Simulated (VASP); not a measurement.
# TiIn2Te3 (P6/mmm) in VASP: single point with PBE

Aim: the single point of TiIn2Te3 with PBE.

Program: VASP 6.6.1. These are calculated values, not measurements. Logs are shortened: lines on timing, memory, paths and dates and some standing lists are left out, and cuts for length are marked.

**1. The cell of the first run**

Symmetry: P6/mmm, No. 191, hexagonal system. The conventional cell has a = 7.821 Å, b = 7.821 Å, c = 3.999 Å, α = 90.00°, β = 90.00°, γ = 120.00°. Within 5.2 Å of Ti (site symmetry 6/mmm) lie 2 Ti at 4.00 Å and 12 Te at 4.39 Å and 6 In at 4.52 Å. In (site symmetry -6m2) has 6 Te at 3.02 Å and 2 In at 4.00 Å within 4.0 Å. Te (site symmetry mmm) has 4 In at 3.02 Å and 6 Te at 3.91 to 4.00 Å within 4.0 Å.

The cell was built from a structure type or drawn by symmetry, and may not be a known phase.

**2. Single point, PBE, collinear spin**

INCAR reads:

```
ALGO = Normal
EDIFF = 1E-6
ENCUT = 520
GGA = PE
ISIF = 2
ISMEAR = 0
ISPIN = 2
LASPH = T
LCHARG = F
LMAXMIX = 4
LORBIT = 11
LREAL = F
LWAVE = F
MAGMOM = 2.76 0 0 -0.13 -0.13 -0.13
NBANDS = 41
NELM = 150
PREC = Accurate
SIGMA = 0.1
```

KPOINTS reads:

```
k-points
0
Gamma
  6 6 10
```

POSCAR reads:

```
TiIn2Te3
1.0
    7.8210778616      0.0000000000      0.0000000000
   -3.9105389308      6.7732521131      0.0000000000
    0.0000000000      0.0000000000      3.9985021084
Ti In Te
1 2 3
Direct
    0.0000000000      0.0000000000      0.5000000000
    0.6666666667      0.3333333333      0.5000000000
    0.3333333333      0.6666666667      0.5000000000
    0.0000000000      0.5000000000      0.0000000000
    0.5000000000      0.5000000000      0.0000000000
    0.5000000000      0.0000000000      0.0000000000
```

Potentials or basis: VASP PAW PBE potentials, release 64 (Ti_sv, In_d, Te).

Started as:

```console
> cat potpaw_PBE.64/Ti_sv/POTCAR potpaw_PBE.64/In_d/POTCAR potpaw_PBE.64/Te/POTCAR > POTCAR
> mpirun -np 1 vasp_std > vasp.out
```

OUTCAR:

```text
EDIFF = 1E-6
   ENCUT = 520
   GGA = PE
   ISIF = 2
   ISMEAR = 0
   ISPIN = 2
   LASPH = T
   LORBIT = 11
   LREAL = F
   NELM = 150
   PREC = Accurate

 ion  position               nearest neighbor table
   1  0.000  0.000  0.500-
   2  0.667  0.333  0.500-   6 3.02   6 3.02   4 3.02   4 3.02   5 3.02   5 3.02
   3  0.333  0.667  0.500-   6 3.02   6 3.02   4 3.02   4 3.02   5 3.02   5 3.02
   4  0.000  0.500  0.000-   2 3.02   3 3.02   2 3.02   3 3.02
   5  0.500  0.500  0.000-   2 3.02   3 3.02   2 3.02   3 3.02
   6  0.500  0.000  0.000-   2 3.02   3 3.02   2 3.02   3 3.02

  LATTYP: Found a hexagonal cell.
 ALAT       =     7.8210778616
 C/A-ratio  =     0.5112469380

  Lattice vectors:

 A1 = (   7.8210778616,   0.0000000000,   0.0000000000)
 A2 = (  -3.9105389308,   6.7732521131,   0.0000000000)
 A3 = (   0.0000000000,   0.0000000000,   3.9985021084)

Analysis of symmetry for initial positions (statically):
=====================================================================
 Subroutine PRICEL returns:
 Original cell was already a primitive cell.

 Routine SETGRP: Setting up the symmetry group for a
 hexagonal supercell.

 Subroutine GETGRP returns: Found 24 space group operations
 (whereof 24 operations were pure point group operations)
 out of a pool of 24 trial point group operations.

The static configuration has the point symmetry D_6h.

Analysis of symmetry for dynamics (positions and initial velocities):
=====================================================================
 Subroutine PRICEL returns:
 Original cell was already a primitive cell.

 Routine SETGRP: Setting up the symmetry group for a
 hexagonal supercell.

 Subroutine GETGRP returns: Found 24 space group operations
 (whereof 24 operations were pure point group operations)
 out of a pool of 24 trial point group operations.

The dynamic configuration has the point symmetry D_6h.

Analysis of structural, dynamic, and magnetic symmetry:
=====================================================================
 Subroutine PRICEL returns:
 Original cell was already a primitive cell.

 Routine SETGRP: Setting up the symmetry group for a
 hexagonal supercell.

 Subroutine GETGRP returns: Found 24 space group operations
 (whereof 24 operations were pure point group operations)
 out of a pool of 24 trial point group operations.

The overall configuration has the point symmetry D_6h.

 Subroutine INISYM returns: Found 24 space group operations
 (whereof 24 operations are pure point group operations),
 and found     1 'primitive' translations

----------------------------------------------------------------------------------------

                                     Primitive cell

  volume of cell :     211.8172

  direct lattice vectors                    reciprocal lattice vectors
     7.821077862  0.000000000  0.000000000     0.127859614  0.073819783  0.000000000
    -3.910538931  6.773252113  0.000000000     0.000000000  0.147639566  0.000000000
     0.000000000  0.000000000  3.998502108     0.000000000  0.000000000  0.250093653

  length of vectors
     7.821077862  7.821077862  3.998502108     0.147639566  0.147639566  0.250093653

  position of ions in fractional coordinates (direct lattice)
     0.000000000  0.000000000  0.500000000
     0.666666667  0.333333333  0.500000000
     0.333333333  0.666666667  0.500000000
     0.000000000  0.500000000  0.000000000
     0.500000000  0.500000000  0.000000000
     0.500000000  0.000000000  0.000000000

  ion indices of the primitive-cell ions
   primitive index   ion index
                 1           1
                 2           2
                 3           3
                 4           4
                 5           5
                 6           6

----------------------------------------------------------------------------------------

 KPOINTS: k-points

[... 26 lines left out ...]
  0.333333  0.000000  0.000000      6.000000
  0.500000  0.000000  0.000000      3.000000
  0.166667  0.166667  0.000000      6.000000
  0.333333  0.166667  0.000000     12.000000
[... 16 lines left out ...]
  0.166667  0.000000  0.300000     12.000000
  0.333333  0.000000  0.300000     12.000000
 [... further k-points ...]
   k-points           NKPTS =     42   k-points in BZ     NKDIM =     42   number of bands    NBANDS=     41
   number of dos      NEDOS =    301   number of ions     NIONS =      6
   total plane-waves  NPLWV = 108000
   dimension x,y,z NGX =    60 NGY =   60 NGZ =   30
   dimension x,y,z NGXF=   120 NGYF=  120 NGZF=   60
   ions per type =               1   2   3
   NGX,Y,Z   is equivalent  to a cutoff of  12.75, 12.75, 12.47 a.u.
   NGXF,Y,Z  is equivalent  to a cutoff of  25.51, 25.51, 24.95 a.u.
 SYSTEM =  unknown system
   PREC   = accura    normal or accurate (medium, high low for compatibility)
   ISTART =      0    job   : 0-new  1-cont  2-samecut
   ICHARG =      2    charge: 1-file 2-atom 10-const
   ISPIN  =      2    spin polarized calculation?
   LNONCOLLINEAR =      F non collinear calculations
   LSORBIT =      F    spin-orbit coupling
   LASPH  =      T    aspherical Exc in radial PAW
   ENCUT  =  520.0 eV  38.22 Ry    6.18 a.u.  14.54 14.54  7.43*2*pi/ulx,y,z
   NELM   =    150;   NELMIN=  2; NELMDL= -5     # of ELM steps
   EDIFF  = 0.1E-05   stopping-criterion for ELM
   LREAL  =      F    real-space projection
   EDIFFG = 0.1E-04   stopping-criterion for IOM
   NSW    =      0    number of steps for IOM
   IBRION =     -1    ionic relax: 0-MD 1-quasi-New 2-CG
   NFREE  =      0    steps in history (QN), initial steepest desc. (CG)
   ISIF   =      2    stress and relaxation
   ISYM   =      2    0-nonsym 1-usesym 2-fastsym
   POTIM  = 0.5000    time-step for ionic-motion
   TEBEG  =    0.0;   TEEND  =   0.0 temperature during run
   PSTRESS=    0.0 pullay stress
   NELECT =      56.0000    total number of electrons
   NUPDOWN=      -1.0000    fix difference up-down
   EMIN   =  10.00;   EMAX   =-10.00  energy-range for DOS
   EFERMI =   0.00;   METHOD = LEGACY
   ISMEAR =     0;   SIGMA  =   0.10  broadening in eV -4-tet -1-fermi 0-gaus
   EFERMI_NEDOS =   21; number of points for ismear=-14 and -15
   IALGO  =     38    algorithm
   IMIX   =      4    mixing-type and parameters
     AMIX     =   0.40;   BMIX     =  1.00
     AMIX_MAG =   1.60;   BMIX_MAG =  1.00
  volume/ion in A,a.u.               =      35.30       238.24
  Fermi-wavevector in a.u.,A,eV,Ry     =   1.050712  1.985558 15.020780  1.103996
  Thomas-Fermi vector in A             =   2.185726
   LORBIT       =     11    0 simple, 1 ext, 2 COOP (PROOUT), +10 PAW based schemes
   GGA     = PE    functional components
   LHFCALC =     F    Hartree Fock is set to
   AEXX    =    0.0000 exact exchange contribution
   IVDW    =     0    specifies the selected vdW correction
   LEPSILON=     F    determine dielectric tensor
   LRPA    =     F    only Hartree local field effects (RPA)
 spin polarized calculation
 Gauss-broadening in eV      SIGMA  =   0.10
  energy-cutoff  :      520.00
  volume of cell :      211.82
 maximum number of plane-waves:      5735
 NGX is ok and might be reduce to    60
   NGX = 29   NGY = 29   NGZ = 15

 number of electron      56.0000020 magnetization       2.5768868

 Free energy of the ion-electron system (eV)
  ---------------------------------------------------
  ext. energy  EPLUGINS =         0.00000000
  ---------------------------------------------------
  free energy    TOTEN  =       -19.19477284 eV

  energy without entropy =      -19.14928328  energy(sigma->0) =      -19.17202806

 E-fermi :   4.6720     XC(G=0):  -8.6545

 val. band max:        4.6617700428   @ k =   0.0000   0.0000   0.5000
 cond. band min:       4.6729205012   @ k =   0.0000   0.0000   0.4000
 fundamental gap:      0.0111504584
 Fermi energy:         4.6719794579

 spin component 1

 k-point     1 :       0.0000    0.0000    0.0000
  band No.  band energies     occupation
      1     -53.4008      1.00000
      2     -29.7732      1.00000
      3     -29.6884      1.00000
      4     -29.6883      1.00000
      5      -9.8631      1.00000
      6      -9.8631      1.00000
[... 1021 lines left out ...]
     39       8.5706      0.00000
     40       9.6911      0.00000

 [... further k-points ...]

 spin component 2

 k-point     1 :       0.0000    0.0000    0.0000
  band No.  band energies     occupation
      1     -51.4418      1.00000
      2     -27.9313      1.00000
      3     -27.6700      1.00000
      4     -27.6700      1.00000
      5      -9.8615      1.00000
      6      -9.8615      1.00000
[... 1021 lines left out ...]
     39       9.4446      0.00000
     40      10.0640      0.00000

 [... further k-points ...]

 [bands above 40 left out]

------------------------ aborting loop because EDIFF is reached ----------------------------------------

  FORCE on cell =-STRESS in cart. coord.  units (eV):
  Direction    XX          YY          ZZ          XY          YZ          ZX
  --------------------------------------------------------------------------------------
  -------------------------------------------------------------------------------------
  Total       -0.0410254     -0.0410254     -0.0404812      0.0000000      0.0000000      0.0000000
  in kB       -0.3103148     -0.3103148     -0.3061983      0.0000000      0.0000000      0.0000000
  external PRESSURE =      -0.3089427 kB  Pullay stress =       0.0000000 kB

 VOLUME and BASIS-vectors are now :
 -----------------------------------------------------------------------------
  energy-cutoff  :      520.00
  volume of cell :      211.82
      direct lattice vectors                 reciprocal lattice vectors
     7.821077862  0.000000000  0.000000000     0.127859614  0.073819783  0.000000000
    -3.910538931  6.773252113  0.000000000     0.000000000  0.147639566  0.000000000
     0.000000000  0.000000000  3.998502108     0.000000000  0.000000000  0.250093653

 POSITION                                       TOTAL-FORCE (eV/Angst)
 -----------------------------------------------------------------------------------
      0.00000      0.00000      1.99925         0.000000      0.000000      0.000000
      3.91054      2.25775      1.99925        -0.000000     -0.000000      0.000000
     -0.00000      4.51550      1.99925         0.000000      0.000000      0.000000
     -1.95527      3.38663      0.00000         0.000000      0.000000      0.000000
      1.95527      3.38663      0.00000         0.000000      0.000000      0.000000
      3.91054      0.00000      0.00000         0.000000      0.000000      0.000000
 -----------------------------------------------------------------------------------
    total drift:                                0.000000     -0.000000      0.000000

  FREE ENERGIE OF THE ION-ELECTRON SYSTEM (eV)
  ---------------------------------------------------
  free  energy   TOTEN  =       -19.1947728359 eV

  energy  without entropy=      -19.1492832795  energy(sigma->0) =      -19.17202806

 total charge

# of ion       s       p       d       tot
------------------------------------------
    1        2.115   5.939   1.998  10.052
    2        0.914   0.519   9.882  11.315
    3        0.914   0.519   9.882  11.315
    4        1.393   1.946   0.028   3.367
    5        1.393   1.946   0.028   3.367
    6        1.393   1.946   0.028   3.367
--------------------------------------------------
tot          8.120  12.815  21.847  42.782

 magnetization (x)

# of ion       s       p       d       tot
------------------------------------------
    1        0.076   0.012   1.936   2.024
    2        0.004   0.003   0.000   0.007
    3        0.004   0.003   0.000   0.007
    4       -0.000  -0.071   0.001  -0.070
    5       -0.000  -0.071   0.001  -0.070
    6       -0.000  -0.071   0.001  -0.070
--------------------------------------------------
tot          0.083  -0.195   1.939   1.827
```

Wall time 20 min (1 thread of Oxide Virtual Turin-like, shared host); peak memory 0.74 GiB.

Results:

```
Free energy                                           : -19.1948 eV
Pressure                                              : 0.0 GPa
Net moment                                            : 2.58 μB per cell
Site moments                                          : Ti +2.02; In +0.01; Te -0.07 μB
Valence electrons inside the program's atomic spheres : Ti 10.05; In 11.31; Te 3.37
```

Caveat: spin-orbit coupling is left out, which moves the levels of the heavy elements.
